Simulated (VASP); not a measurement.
# Fe (I4/mmm) in VASP: single point with PBE

Aim: the single point of Fe with PBE.

Everything below comes from runs of VASP 6.6.1. Logs are shortened: lines on timing, memory, paths and dates and some standing lists are left out, and cuts for length are marked.

## (1) The cell of the first run

The structure is tetragonal, space group I4/mmm (No. 139). Conventional cell: a = 2.394 Å, b = 2.394 Å, c = 3.749 Å, α = 90.00°, β = 90.00°, γ = 90.00°. Fe (site symmetry 4/mmm) has 12 Fe at 2.39 to 2.53 Å within 3.2 Å.

## (2) Single point, PBE, collinear spin, ferromagnetic start (10.75 Å³/atom)

Input file INCAR:

```
SYSTEM = Fe
ALGO = Normal ; EDIFF = 1E-6
ENCUT = 600 ; GGA = PE
GGA_COMPAT = .False. ; ISIF = 2
ISMEAR = 0 ; ISPIN = 2
LASPH = .True. ; LCHARG = .True.
LELF = .True. ; LMAXMIX = 4
LORBIT = 11 ; LREAL = .False.
LVHAR = .True. ; LWAVE = .False.
MAGMOM = 2.44 ; NBANDS = 18
NELM = 200 ; PREC = Accurate
SIGMA = 0.15
```

Input file KPOINTS:

```
k-points
0
Gamma
  12 12 12
  0 0 0
```

Input file POSCAR:

```
Fe
1.0
   -1.1971544533      1.1971544533      1.8745044429
    1.1971544533     -1.1971544533      1.8745044429
    1.1971544533      1.1971544533     -1.8745044429
Fe
1
Direct
    0.0000000000      0.0000000000      0.0000000000
```

Potentials or basis: VASP PAW PBE potentials, release 64 (Fe_sv).

Command:

```console
> cat potpaw_PBE.64/Fe_sv/POTCAR > POTCAR
> mpirun -np 1 vasp_std > vasp.out
```

OUTCAR:

```text
SYSTEM = Fe
   EDIFF = 1E-6
   ENCUT = 600
   GGA = PE
   ISIF = 2
   ISMEAR = 0
   ISPIN = 2
   LASPH = .True.
   LORBIT = 11
   LREAL = .False.
   NELM = 200
   PREC = Accurate

 ion  position               nearest neighbor table
   1  0.000  0.000  0.000-

  LATTYP: Found a body centered tetragonal cell.
 ALAT       =     2.3943089066
 C/A-ratio  =     1.5657999999

  Lattice vectors:

 A1 = (  -1.1971544533,   1.1971544533,   1.8745044429)
 A2 = (   1.1971544533,  -1.1971544533,   1.8745044429)
 A3 = (   1.1971544533,   1.1971544533,  -1.8745044429)

Analysis of symmetry for initial positions (statically):
=====================================================================
 Subroutine PRICEL returns:
 Original cell was already a primitive cell.

 Routine SETGRP: Setting up the symmetry group for a
 body centered tetragonal supercell.

 Subroutine GETGRP returns: Found 16 space group operations
 (whereof 16 operations were pure point group operations)
 out of a pool of 16 trial point group operations.

The static configuration has the point symmetry D_4h.

Analysis of symmetry for dynamics (positions and initial velocities):
=====================================================================
 Subroutine PRICEL returns:
 Original cell was already a primitive cell.

 Routine SETGRP: Setting up the symmetry group for a
 body centered tetragonal supercell.

 Subroutine GETGRP returns: Found 16 space group operations
 (whereof 16 operations were pure point group operations)
 out of a pool of 16 trial point group operations.

The dynamic configuration has the point symmetry D_4h.

Analysis of structural, dynamic, and magnetic symmetry:
=====================================================================
 Subroutine PRICEL returns:
 Original cell was already a primitive cell.

 Routine SETGRP: Setting up the symmetry group for a
 body centered tetragonal supercell.

 Subroutine GETGRP returns: Found 16 space group operations
 (whereof 16 operations were pure point group operations)
 out of a pool of 16 trial point group operations.

The overall configuration has the point symmetry D_4h.

 Subroutine INISYM returns: Found 16 space group operations
 (whereof 16 operations are pure point group operations),
 and found     1 'primitive' translations

----------------------------------------------------------------------------------------

                                     Primitive cell

  volume of cell :      10.7460

  direct lattice vectors                    reciprocal lattice vectors
    -1.197154453  1.197154453  1.874504443     0.000000000  0.417657052  0.266737165
     1.197154453 -1.197154453  1.874504443     0.417657052  0.000000000  0.266737165
     1.197154453  1.197154453 -1.874504443     0.417657052  0.417657052  0.000000000

  length of vectors
     2.525890828  2.525890828  2.525890828     0.495566472  0.495566472  0.590656268

  position of ions in fractional coordinates (direct lattice)
     0.000000000  0.000000000  0.000000000

  ion indices of the primitive-cell ions
   primitive index   ion index
                 1           1

----------------------------------------------------------------------------------------

 KPOINTS: k-points

Automatic generation of k-mesh.
 Grid dimensions read from file:
 generate k-points for:   12   12   12

 Generating k-lattice:

  Cartesian coordinates                     Fractional coordinates (reciprocal lattice)
     0.000000000  0.034804754  0.022228097     0.083333333  0.000000000 -0.000000000
     0.034804754  0.000000000  0.022228097     0.000000000  0.083333333 -0.000000000
     0.034804754  0.034804754  0.000000000     0.000000000  0.000000000  0.083333333

  Length of vectors
     0.041297206  0.041297206  0.049221356

  Shift w.r.t. Gamma in fractional coordinates (k-lattice)
     0.000000000  0.000000000  0.000000000

 Subroutine IBZKPT returns following result:
 ===========================================

 Found    163 irreducible k-points:

 Following reciprocal coordinates:
            Coordinates               Weight
  0.000000  0.000000  0.000000      1.000000
  0.083333  0.000000  0.000000      8.000000
  0.166667  0.000000  0.000000      8.000000
  0.250000  0.000000  0.000000      8.000000
  0.333333  0.000000  0.000000      8.000000
  0.416667 -0.000000  0.000000      8.000000
[... 16 lines left out ...]
  0.500000  0.166667  0.000000     16.000000
 -0.416667  0.166667  0.000000     16.000000
 [... further k-points ...]
   k-points           NKPTS =    163   k-points in BZ     NKDIM =    163   number of bands    NBANDS=     18
   number of dos      NEDOS =    301   number of ions     NIONS =      1
   total plane-waves  NPLWV =   8000
   dimension x,y,z NGX =    20 NGY =   20 NGZ =   20
   dimension x,y,z NGXF=    40 NGYF=   40 NGZF=   40
   ions per type =               1
   NGX,Y,Z   is equivalent  to a cutoff of  13.16, 13.16, 13.16 a.u.
   NGXF,Y,Z  is equivalent  to a cutoff of  26.33, 26.33, 26.33 a.u.
 SYSTEM =  Fe
   PREC   = accura    normal or accurate (medium, high low for compatibility)
   ISTART =      0    job   : 0-new  1-cont  2-samecut
   ICHARG =      2    charge: 1-file 2-atom 10-const
   ISPIN  =      2    spin polarized calculation?
   LNONCOLLINEAR =      F non collinear calculations
   LSORBIT =      F    spin-orbit coupling
   LASPH  =      T    aspherical Exc in radial PAW
   ENCUT  =  600.0 eV  44.10 Ry    6.64 a.u.   5.04  5.04  5.04*2*pi/ulx,y,z
   NELM   =    200;   NELMIN=  2; NELMDL= -5     # of ELM steps
   EDIFF  = 0.1E-05   stopping-criterion for ELM
   LREAL  =      F    real-space projection
   EDIFFG = 0.1E-04   stopping-criterion for IOM
   NSW    =      0    number of steps for IOM
   IBRION =     -1    ionic relax: 0-MD 1-quasi-New 2-CG
   NFREE  =      0    steps in history (QN), initial steepest desc. (CG)
   ISIF   =      2    stress and relaxation
   ISYM   =      2    0-nonsym 1-usesym 2-fastsym
   POTIM  = 0.5000    time-step for ionic-motion
   TEBEG  =    0.0;   TEEND  =   0.0 temperature during run
   PSTRESS=    0.0 pullay stress
   NELECT =      16.0000    total number of electrons
   NUPDOWN=      -1.0000    fix difference up-down
   EMIN   =  10.00;   EMAX   =-10.00  energy-range for DOS
   EFERMI =   0.00;   METHOD = LEGACY
   ISMEAR =     0;   SIGMA  =   0.15  broadening in eV -4-tet -1-fermi 0-gaus
   EFERMI_NEDOS =   21; number of points for ismear=-14 and -15
   IALGO  =     38    algorithm
   IMIX   =      4    mixing-type and parameters
     AMIX     =   0.40;   BMIX     =  1.00
     AMIX_MAG =   1.60;   BMIX_MAG =  1.00
  volume/ion in A,a.u.               =      10.75        72.52
  Fermi-wavevector in a.u.,A,eV,Ry     =   1.869387  3.532629 47.547024  3.494608
  Thomas-Fermi vector in A             =   2.915436
   LORBIT       =     11    0 simple, 1 ext, 2 COOP (PROOUT), +10 PAW based schemes
   GGA     = PE    functional components
   LHFCALC =     F    Hartree Fock is set to
   AEXX    =    0.0000 exact exchange contribution
   IVDW    =     0    specifies the selected vdW correction
   LEPSILON=     F    determine dielectric tensor
   LRPA    =     F    only Hartree local field effects (RPA)
 spin polarized calculation
 Gauss-broadening in eV      SIGMA  =   0.15
  energy-cutoff  :      600.00
  volume of cell :       10.75
 maximum number of plane-waves:       371
   NGX = 11   NGY = 11   NGZ = 11

 number of electron      15.9999980 magnetization       1.4034502

 Free energy of the ion-electron system (eV)
  ---------------------------------------------------
  ext. energy  EPLUGINS =         0.00000000
  ---------------------------------------------------
  free energy    TOTEN  =        -8.18096778 eV

  energy without entropy =       -8.16006272  energy(sigma->0) =       -8.17051525

 E-fermi :  13.0627     XC(G=0): -14.0842

 val. band max:       13.0607641968   @ k =  -0.1667   0.3333   0.0833
 cond. band min:      13.0634246010   @ k =  -0.3333   0.4167   0.1667
 fundamental gap:      0.0026604042
 Fermi energy:        13.0627497621

 spin component 1

 k-point     1 :       0.0000    0.0000    0.0000
  band No.  band energies     occupation
      1     -74.8291      1.00000
      2     -40.6011      1.00000
      3     -40.5504      1.00000
      4     -40.5504      1.00000
      5       4.2346      1.00000
      6      10.5363      1.00000
[... 10 lines left out ...]
     17      44.6936      0.00000
     18      45.3968      0.00000

 k-point     2 :       0.0833    0.0000    0.0000
  band No.  band energies     occupation
      1     -74.8227      1.00000
      2     -40.6168      1.00000
      3     -40.5760      1.00000
      4     -40.5527      1.00000
      5       4.5181      1.00000
      6      10.5770      1.00000
[... 10 lines left out ...]
     17      45.0078      0.00000
     18      47.8579      0.00000
[... 442 lines left out ...]
 k-point    24 :      -0.4167    0.1667    0.0000
  band No.  band energies     occupation
      1     -74.7328      1.00000
      2     -40.9820      1.00000
      3     -40.6983      1.00000
      4     -40.6582      1.00000
      5       8.3958      1.00000
      6       9.9819      1.00000
[... 10 lines left out ...]
     17      48.2421      0.00000
     18      53.6392      0.00000

 [... further k-points ...]

 spin component 2

 k-point     1 :       0.0000    0.0000    0.0000
  band No.  band energies     occupation
      1     -73.1513      1.00000
      2     -38.9541      1.00000
      3     -38.8977      1.00000
      4     -38.8977      1.00000
      5       4.3733      1.00000
      6      11.4745      1.00000
[... 10 lines left out ...]
     17      45.0648      0.00000
     18      45.1839      0.00000

 k-point     2 :       0.0833    0.0000    0.0000
  band No.  band energies     occupation
      1     -73.1446      1.00000
      2     -38.9708      1.00000
      3     -38.9252      1.00000
      4     -38.9001      1.00000
      5       4.6580      1.00000
      6      11.5161      1.00000
[... 10 lines left out ...]
     17      45.2144      0.00000
     18      48.0535      0.00000
[... 442 lines left out ...]
 k-point    24 :      -0.4167    0.1667    0.0000
  band No.  band energies     occupation
      1     -73.0497      1.00000
      2     -39.3581      1.00000
      3     -39.0567      1.00000
      4     -39.0125      1.00000
      5       8.9735      1.00000
      6      10.9691      1.00000
[... 10 lines left out ...]
     17      48.5534      0.00000
     18      53.9097      0.00000

 [... further k-points ...]
[... 5 lines left out ...]
  --------------------------------------------------------------------------------------
  -------------------------------------------------------------------------------------
  Total        0.4291761      0.4291761     -0.6705360      0.0000000     -0.0000000      0.0000000
  in kB       63.9881107     63.9881107    -99.9737218      0.0000000     -0.0000000      0.0000000
  external PRESSURE =       9.3341665 kB  Pullay stress =       0.0000000 kB

 VOLUME and BASIS-vectors are now :
 -----------------------------------------------------------------------------
  energy-cutoff  :      600.00
  volume of cell :       10.75
      direct lattice vectors                 reciprocal lattice vectors
    -1.197154453  1.197154453  1.874504443     0.000000000  0.417657052  0.266737165
     1.197154453 -1.197154453  1.874504443     0.417657052  0.000000000  0.266737165
     1.197154453  1.197154453 -1.874504443     0.417657052  0.417657052  0.000000000

 POSITION                                       TOTAL-FORCE (eV/Angst)
 -----------------------------------------------------------------------------------
      0.00000      0.00000      0.00000         0.000000      0.000000     -0.000000
 -----------------------------------------------------------------------------------
    total drift:                               -0.000000     -0.000000      0.000000

  FREE ENERGIE OF THE ION-ELECTRON SYSTEM (eV)
  ---------------------------------------------------
  free  energy   TOTEN  =        -8.1809677768 eV

  energy  without entropy=       -8.1600627232  energy(sigma->0) =       -8.17051525

 total charge

# of ion       s       p       d       tot
------------------------------------------
    1        2.198   6.045   5.528  13.771

 magnetization (x)

# of ion       s       p       d       tot
------------------------------------------
    1       -0.000  -0.003   1.411   1.407
```

Run time: 6.8 min. Hardware: 1 thread of AMD EPYC 7R43 (Zen 3), shared host; peak memory 0.12 GiB.

Results:

| Property | Result |
| --- | --- |
| Free energy | -8.1810 eV |
| Pressure | 0.9 GPa |
| Net moment | 1.40 μB per cell |
| Site moments | Fe +1.41 μB |
| Valence electrons inside the program's atomic spheres | Fe 13.77 |

Stress tensor (GPa, compression positive):
```
  6.40   0.00   0.00
  0.00   6.40   0.00
  0.00   0.00 -10.00
```
